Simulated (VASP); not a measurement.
# Cu12C in VASP: single point with PBE

Aim: the single point of Cu12C with PBE.

Everything below comes from runs of VASP 6.6.1. Logs are shortened: lines on timing, memory, paths and dates and some standing lists are left out, and cuts for length are marked.

## Step 1: The cell of the first run

The cell holds a slab with vacuum, 13 atoms: a = 5.133 Å, b = 5.133 Å, c = 19.624 Å, α = 90.00°, β = 90.00°, γ = 120.00°.

## Step 2: Single point, PBE

INCAR reads:

```
SYSTEM = Cu12C
PREC = Accurate
ENCUT = 610
EDIFF = 1E-6
ISMEAR = 0
SIGMA = 0.1
LREAL = .FALSE.
LASPH = .TRUE.
NELM = 120
ALGO = Normal
ISIF = 2
LWAVE = .FALSE.
LCHARG = .FALSE.
LDIPOL = .TRUE.
IDIPOL = 3
DIPOL = 0.5 0.5 0.323
GGA = PE
NBANDS = 128
GGA_COMPAT = .FALSE.
NELMDL = -8
```

KPOINTS reads:

```
regular mesh
0
G
  6 6 1
  0 0 0
```

POSCAR reads:

```
Cu12C
1.0
    5.1332392722      0.0000000000      0.0000000000
   -2.5666196361      4.4455156134      0.0000000000
    0.0000000000      0.0000000000     19.6236279128
Cu C
12 1
Direct
    0.3333333333      0.1666666667      0.2038359073
    0.3333333333      0.6666666667      0.2038359073
    0.8333333333      0.1666666667      0.2038359073
    0.8333333333      0.6666666667      0.2038359073
    0.1666666667      0.3333333333      0.3089002473
    0.1666666667      0.8333333333      0.3089002473
    0.6666666667      0.3333333333      0.3089002473
    0.6666666667      0.8333333333      0.3089002473
    0.0000000000      0.0000000000      0.4139717665
    0.0000000000      0.5000000000      0.4139717665
    0.5000000000      0.0000000000      0.4139717665
    0.5000000000      0.5000000000      0.4139717665
    0.0000000000      0.0833333333      0.4986453471
```

Potentials or basis: VASP PAW PBE potentials, release 64 (Cu_sv_GW, C).

The run is started by

```console
cat potpaw_PBE.64/Cu_sv_GW/POTCAR potpaw_PBE.64/C/POTCAR > POTCAR
mpirun -np 1 vasp_std > vasp.out
```

OUTCAR:

```text
SYSTEM = Cu12C
   PREC = Accurate
   ENCUT = 610
   EDIFF = 1E-6
   ISMEAR = 0
   LREAL = .FALSE.
   LASPH = .TRUE.
   NELM = 120
   ISIF = 2
   GGA = PE
   NELMDL = -8

 ion  position               nearest neighbor table
   1  0.333  0.167  0.204-   5 2.54   6 2.54   7 2.54   4 2.57   2 2.57   2 2.57   4 2.57   3 2.57
                             3 2.57
   2  0.333  0.667  0.204-   6 2.54   5 2.54   8 2.54   3 2.57   1 2.57   1 2.57   3 2.57   4 2.57
                             4 2.57
   3  0.833  0.167  0.204-   7 2.54   8 2.54   5 2.54   4 2.57   2 2.57   4 2.57   2 2.57   1 2.57
                             1 2.57
   4  0.833  0.667  0.204-   8 2.54   7 2.54   6 2.54   3 2.57   1 2.57   3 2.57   1 2.57   2 2.57
                             2 2.57
   5  0.167  0.333  0.309-   1 2.54   2 2.54   3 2.54   9 2.54  12 2.54  10 2.54   8 2.57   6 2.57
                             6 2.57   8 2.57   7 2.57   7 2.57
   6  0.167  0.833  0.309-   2 2.54   1 2.54   4 2.54  10 2.54  11 2.54   9 2.54   7 2.57   5 2.57
                             5 2.57   7 2.57   8 2.57   8 2.57
   7  0.667  0.333  0.309-   3 2.54   4 2.54   1 2.54  11 2.54  10 2.54  12 2.54   8 2.57   6 2.57
                             8 2.57   6 2.57   5 2.57   5 2.57
   8  0.667  0.833  0.309-   4 2.54   3 2.54   2 2.54  12 2.54   9 2.54  11 2.54   7 2.57   5 2.57
                             7 2.57   5 2.57   6 2.57   6 2.57
   9  0.000  0.000  0.414-  13 1.72   5 2.54   8 2.54   6 2.54  12 2.57  10 2.57  10 2.57  12 2.57
                            11 2.57  11 2.57
  10  0.000  0.500  0.414-   6 2.54   7 2.54   5 2.54   9 2.57  11 2.57   9 2.57  11 2.57  12 2.57
                            12 2.57
  11  0.500  0.000  0.414-   7 2.54   6 2.54   8 2.54  10 2.57  12 2.57  12 2.57  10 2.57   9 2.57
                             9 2.57
  12  0.500  0.500  0.414-   8 2.54   5 2.54   7 2.54   9 2.57  11 2.57  11 2.57   9 2.57  10 2.57
                            10 2.57
  13  0.000  0.083  0.499-   9 1.72

  LATTYP: Found a hexagonal cell.
 ALAT       =     5.1332392722
 C/A-ratio  =     3.8228547068

  Lattice vectors:

 A1 = (   5.1332392722,   0.0000000000,   0.0000000000)
 A2 = (  -2.5666196361,   4.4455156134,   0.0000000000)
 A3 = (   0.0000000000,   0.0000000000,  19.6236279128)

Analysis of symmetry for initial positions (statically):
=====================================================================
 Subroutine PRICEL returns:
 Original cell was already a primitive cell.

 Routine SETGRP: Setting up the symmetry group for a
 hexagonal supercell.

 Subroutine GETGRP returns: Found  1 space group operations
 (whereof  1 operations were pure point group operations)
 out of a pool of 24 trial point group operations.

The static configuration has the point symmetry C_1 .

Analysis of symmetry for dynamics (positions and initial velocities):
=====================================================================
 Subroutine PRICEL returns:
 Original cell was already a primitive cell.

 Routine SETGRP: Setting up the symmetry group for a
 hexagonal supercell.

 Subroutine GETGRP returns: Found  1 space group operations
 (whereof  1 operations were pure point group operations)
 out of a pool of 24 trial point group operations.

The dynamic configuration has the point symmetry C_1 .

 Subroutine INISYM returns: Found  1 space group operations
 (whereof  1 operations are pure point group operations),
 and found     1 'primitive' translations

----------------------------------------------------------------------------------------

                                     Primitive cell

  volume of cell :     447.8091

  direct lattice vectors                    reciprocal lattice vectors
     5.133239272  0.000000000  0.000000000     0.194808764  0.112472893  0.000000000
    -2.566619636  4.445515613  0.000000000     0.000000000  0.224945785  0.000000000
     0.000000000  0.000000000 19.623627913     0.000000000  0.000000000  0.050958977

  length of vectors
     5.133239272  5.133239272 19.623627913     0.224945785  0.224945785  0.050958977

  position of ions in fractional coordinates (direct lattice)
     0.333333333  0.166666667  0.203835907
     0.333333333  0.666666667  0.203835907
     0.833333333  0.166666667  0.203835907
     0.833333333  0.666666667  0.203835907
     0.166666667  0.333333333  0.308900247
     0.166666667  0.833333333  0.308900247
     0.666666667  0.333333333  0.308900247
     0.666666667  0.833333333  0.308900247
     0.000000000  0.000000000  0.413971766
     0.000000000  0.500000000  0.413971766
     0.500000000  0.000000000  0.413971766
     0.500000000  0.500000000  0.413971766
     0.000000000  0.083333333  0.498645347

  ion indices of the primitive-cell ions
   primitive index   ion index
                 1           1
                 2           2
                 3           3
                 4           4
                 5           5
                 6           6
                 7           7
                 8           8
                 9           9
                10          10
                11          11
                12          12
                13          13

----------------------------------------------------------------------------------------

 KPOINTS: regular mesh

Automatic generation of k-mesh.
 Grid dimensions read from file:
 generate k-points for:    6    6    1

 Generating k-lattice:

  Cartesian coordinates                     Fractional coordinates (reciprocal lattice)
     0.032468127  0.018745482  0.000000000     0.166666667 -0.000000000  0.000000000
     0.000000000  0.037490964  0.000000000     0.000000000  0.166666667  0.000000000
     0.000000000  0.000000000  0.050958977     0.000000000  0.000000000  1.000000000

  Length of vectors
     0.037490964  0.037490964  0.050958977

  Shift w.r.t. Gamma in fractional coordinates (k-lattice)
     0.000000000  0.000000000  0.000000000

 Subroutine IBZKPT returns following result:
 ===========================================

 Found     20 irreducible k-points:

 Following reciprocal coordinates:
            Coordinates               Weight
  0.000000  0.000000  0.000000      1.000000
  0.166667 -0.000000  0.000000      2.000000
  0.000000  0.166667  0.000000      2.000000
 -0.166667  0.166667  0.000000      2.000000
  0.333333  0.000000  0.000000      2.000000
  0.000000  0.333333  0.000000      2.000000
[... 12 lines left out ...]
  0.500000 -0.166667  0.000000      2.000000
  0.333333  0.333333  0.000000      2.000000
   k-points           NKPTS =     20   k-points in BZ     NKDIM =     20   number of bands    NBANDS=    128
   number of dos      NEDOS =    301   number of ions     NIONS =     13
   total plane-waves  NPLWV = 282240
   dimension x,y,z NGX =    42 NGY =   42 NGZ =  160
   dimension x,y,z NGXF=    84 NGYF=   84 NGZF=  320
   ions per type =              12   1
   NGX,Y,Z   is equivalent  to a cutoff of  13.60, 13.60, 13.55 a.u.
   NGXF,Y,Z  is equivalent  to a cutoff of  27.20, 27.20, 27.11 a.u.
 SYSTEM =  Cu12C
   PREC   = accura    normal or accurate (medium, high low for compatibility)
   ISTART =      0    job   : 0-new  1-cont  2-samecut
   ICHARG =      2    charge: 1-file 2-atom 10-const
   ISPIN  =      1    spin polarized calculation?
   LNONCOLLINEAR =      F non collinear calculations
   LSORBIT =      F    spin-orbit coupling
   LASPH  =      T    aspherical Exc in radial PAW
   ENCUT  =  610.0 eV  44.83 Ry    6.70 a.u.  10.34 10.34 39.52*2*pi/ulx,y,z
   NELM   =    120;   NELMIN=  2; NELMDL= -8     # of ELM steps
   EDIFF  = 0.1E-05   stopping-criterion for ELM
   LREAL  =      F    real-space projection
   EDIFFG = 0.1E-04   stopping-criterion for IOM
   NSW    =      0    number of steps for IOM
   IBRION =     -1    ionic relax: 0-MD 1-quasi-New 2-CG
   NFREE  =      0    steps in history (QN), initial steepest desc. (CG)
   ISIF   =      2    stress and relaxation
   ISYM   =      2    0-nonsym 1-usesym 2-fastsym
   POTIM  = 0.5000    time-step for ionic-motion
   TEBEG  =    0.0;   TEEND  =   0.0 temperature during run
   PSTRESS=    0.0 pullay stress
   NELECT =     232.0000    total number of electrons
   NUPDOWN=      -1.0000    fix difference up-down
   EMIN   =  10.00;   EMAX   =-10.00  energy-range for DOS
   EFERMI =   0.00;   METHOD = LEGACY
   ISMEAR =     0;   SIGMA  =   0.10  broadening in eV -4-tet -1-fermi 0-gaus
   EFERMI_NEDOS =   21; number of points for ismear=-14 and -15
   IALGO  =     38    algorithm
   IMIX   =      4    mixing-type and parameters
     AMIX     =   0.40;   BMIX     =  1.00
     AMIX_MAG =   1.60;   BMIX_MAG =  1.00
  volume/ion in A,a.u.               =      34.45       232.46
  Fermi-wavevector in a.u.,A,eV,Ry     =   1.314841  2.484689 23.521839  1.728806
  Thomas-Fermi vector in A             =   2.445065
   LORBIT       =      0    0 simple, 1 ext, 2 COOP (PROOUT), +10 PAW based schemes
   GGA     = PE    functional components
   LHFCALC =     F    Hartree Fock is set to
   AEXX    =    0.0000 exact exchange contribution
   IVDW    =     0    specifies the selected vdW correction
   LEPSILON=     F    determine dielectric tensor
   LRPA    =     F    only Hartree local field effects (RPA)
 non-spin polarized calculation
 Gauss-broadening in eV      SIGMA  =   0.10
  energy-cutoff  :      610.00
  volume of cell :      447.81
 maximum number of plane-waves:     15356
 NGX is ok and might be reduce to    42
   NGX = 21   NGY = 21   NGZ = 79

 dipolmoment           0.000000      0.000000     -0.292658 electrons x Angstroem

 number of electron     231.9999801 magnetization

 dipolmoment           0.000000      0.000000      0.143864 electrons x Angstroem

 Free energy of the ion-electron system (eV)
  ---------------------------------------------------
  ext. energy  EPLUGINS =         0.00000000
  ---------------------------------------------------
  free energy    TOTEN  =       -46.14090094 eV

  energy without entropy =      -46.12754113  energy(sigma->0) =      -46.13422103

 E-fermi :  -0.9463     XC(G=0):  -5.4279

 val. band max:       -1.0002366722   @ k =   0.5000  -0.0000   0.0000
 cond. band min:      -0.9345983406   @ k =   0.0000   0.5000   0.0000
 fundamental gap:      0.0656383316
 Fermi energy:        -0.9463446078

 k-point     1 :       0.0000    0.0000    0.0000
  band No.  band energies     occupation
      1    -114.8412      2.00000
      2    -113.5249      2.00000
      3    -113.5198      2.00000
      4    -113.5115      2.00000
      5    -113.4187      2.00000
      6    -113.2527      2.00000
[... 120 lines left out ...]
    127       3.4804      0.00000
    128       3.6544      0.00000

 k-point     2 :       0.1667   -0.0000    0.0000
  band No.  band energies     occupation
      1    -114.8412      2.00000
      2    -113.5246      2.00000
      3    -113.5201      2.00000
      4    -113.5116      2.00000
      5    -113.4188      2.00000
      6    -113.2524      2.00000
[... 2478 lines left out ...]
    127       3.9555      0.00000
    128       4.4571      0.00000

------------------------ aborting loop because EDIFF is reached ----------------------------------------

 vacuum level on the upper side and lower side of the slab       (xc-potential included)         0.389        -0.699

  FORCE on cell =-STRESS in cart. coord.  units (eV):
  Direction    XX          YY          ZZ          XY          YZ          ZX
  --------------------------------------------------------------------------------------
  -------------------------------------------------------------------------------------
  Total       -7.5715254     -7.5137436     -2.9892374     -0.1450047      1.1554077     -0.7212370
  in kB      -27.0895017    -26.8827694    -10.6949323     -0.5187995      4.1338326     -2.5804511
  external PRESSURE =     -21.5557345 kB  Pullay stress =       0.0000000 kB

 VOLUME and BASIS-vectors are now :
 -----------------------------------------------------------------------------
  energy-cutoff  :      610.00
  volume of cell :      447.81
      direct lattice vectors                 reciprocal lattice vectors
     5.133239272  0.000000000  0.000000000     0.194808764  0.112472893  0.000000000
    -2.566619636  4.445515613  0.000000000     0.000000000  0.224945785  0.000000000
     0.000000000  0.000000000 19.623627913     0.000000000  0.000000000  0.050958977

 POSITION                                       TOTAL-FORCE (eV/Angst)
 -----------------------------------------------------------------------------------
      1.28331      0.74092      4.00000        -0.009794     -0.045051     -0.018042
     -0.00000      2.96368      4.00000        -0.012612      0.014809     -0.014172
      3.84993      0.74092      4.00000         0.004120     -0.016000     -0.042018
      2.56662      2.96368      4.00000         0.023399      0.048065     -0.004906
      0.00000      1.48184      6.06174         0.015874      0.052143     -0.071016
     -1.28331      3.70460      6.06174        -0.004463     -0.022691     -0.067114
      2.56662      1.48184      6.06174         0.000759     -0.003282     -0.007767
      1.28331      3.70460      6.06174        -0.008116     -0.042891     -0.055490
      0.00000      0.00000      8.12363         0.297390     -0.503945     -0.747448
     -1.28331      2.22276      8.12363         0.110732     -0.101828      0.432675
      2.56662      0.00000      8.12363         0.057637     -0.035877      0.292415
      1.28331      2.22276      8.12363        -0.058400     -0.022769      0.290116
     -0.21388      0.37046      9.78523        -0.416525      0.679317      0.012766
 -----------------------------------------------------------------------------------
    total drift:                               -0.000042      0.000137     -0.011340

  FREE ENERGIE OF THE ION-ELECTRON SYSTEM (eV)
  ---------------------------------------------------
  free  energy   TOTEN  =       -46.1409009352 eV

  energy  without entropy=      -46.1275411285  energy(sigma->0) =      -46.13422103

 vacuum level on the upper side and lower side of the slab         4.795         3.679
```

Wall time 1.8 h (1 thread of Intel Xeon 6975P-C (Granite Rapids), shared host); peak memory 1.3 GiB.

Results:

```
Free energy            : -46.1409 eV
Largest force          : 0.949 eV/Å
Band gap on the k mesh : zero (bands 116 and 117 overlap by 0.19 eV)
```

Forces in eV/Å, atoms in the order of the input:
```
Cu  -0.010 -0.045 -0.018
Cu  -0.013  0.015 -0.014
Cu   0.004 -0.016 -0.042
Cu   0.023  0.048 -0.005
Cu   0.016  0.052 -0.071
Cu  -0.004 -0.023 -0.067
Cu   0.001 -0.003 -0.008
Cu  -0.008 -0.043 -0.055
Cu   0.297 -0.504 -0.747
Cu   0.111 -0.102  0.433
Cu   0.058 -0.036  0.292
Cu  -0.058 -0.023  0.290
C   -0.417  0.679  0.013
```

Levels at points of the mesh, in eV from the Fermi level:
```
           k point  band 113  band 114  band 115  band 116  band 117  band 118  band 119  band 120
(0.00, 0.00, 0.00)     -0.80     -0.74     -0.15      0.14      0.41      0.46      1.13      1.23
(0.50, 0.00, 0.00)     -1.46     -0.35     -0.23     -0.22     -0.05      0.28      0.87      1.50
(0.00, 0.50, 0.00)     -1.47     -0.39     -0.35     -0.15      0.01      0.30      0.86      1.49
(0.50, 0.50, 0.00)     -1.47     -0.38     -0.35     -0.16      0.02      0.28      0.88      1.49
```

The gap in the log of VASP goes by the Fermi energy; the results here count the filled bands.